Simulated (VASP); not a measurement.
BaNa: relaxation of volume and atoms at fixed shape with r2SCAN

BaNa:

```
Na Ba
1.0
     4.64500    0.00000    0.00000
     0.00000    4.64500    0.00000
     0.00000    0.00000    4.64500
Na Ba
1 1
Direct
  0.00000 0.00000 0.00000
  0.50000 0.50000 0.50000
```

```json
{"Program": "VASP 6.6.1", "Task": "relaxation of volume and atoms at fixed shape", "Functional": "r2SCAN", "Potentials or basis": "VASP PAW PBE potentials, release 64 (Na_pv, Ba_sv)", "Cutoff": "600 eV", "k mesh": "9 × 9 × 9", "Occupations": "gaussian, width 0.1 eV", "Spin": "no spin polarisation", "Dipole correction": "no", "Further INCAR settings": "ALGO = Normal; EDIFF = 1e-06; IBRION = 2; EDIFFG = -0.03; NSW = 80; ISIF = 8"}
```

```
Relaxed volume                        : 52.80 Å³/atom
Relaxed cell                          : a = 4.727 Å, b = 4.727 Å, c = 4.727 Å, α = 90.00°, β = 90.00°, γ = 90.00°
Space group after relaxing (to 0.1 Å) : Pm-3m (No. 221)
Energy gained by relaxing             : 4.3 meV/atom
Ionic steps                           : 3
Pressure after relaxing               : 0.1 GPa
Band gap on the k mesh                : zero (an odd number of electrons rules out a gap without spin polarisation)
```

Step by step:
| step | energy change (eV) | largest force (eV/Å) | pressure (GPa) | volume (Å³) |
| --- | --- | --- | --- | --- |
| 1 | 0.0000 | 0.0000 | 0.53 | 100.22 |
| 2 | -0.0058 | 0.0000 | 0.28 | 102.65 |
| 3 | -0.0087 | 0.0000 | 0.06 | 105.60 |

Final structure:
```
Na Ba
1.0
     4.72664    0.00000    0.00000
     0.00000    4.72664    0.00000
     0.00000    0.00000    4.72664
Na Ba
1 1
Cartesian
  0.0000 0.0000 0.0000
  2.3633 2.3633 2.3633
```

Levels at points of the mesh, in eV from the Fermi level:
| k point | band 5 | band 6 | band 7 | band 8 | band 9 | band 10 | band 11 | band 12 |
| --- | --- | --- | --- | --- | --- | --- | --- | --- |
| (0.00, 0.00, 0.00) | -15.02 | -15.02 | -15.02 | -3.16 | 0.38 | 0.38 | 3.37 | 3.37 |

Wall time 4.8 min on 1 thread of Intel(R) Xeon(R) Platinum 8375C CPU @ 2.90GHz (Ice Lake), on a shared host, peak memory 0.3 GiB.

Caveat: the PAW data sets were made with another functional, which shifts forces and pressure a little; spin-orbit coupling is left out, which moves the levels of the heavy elements.
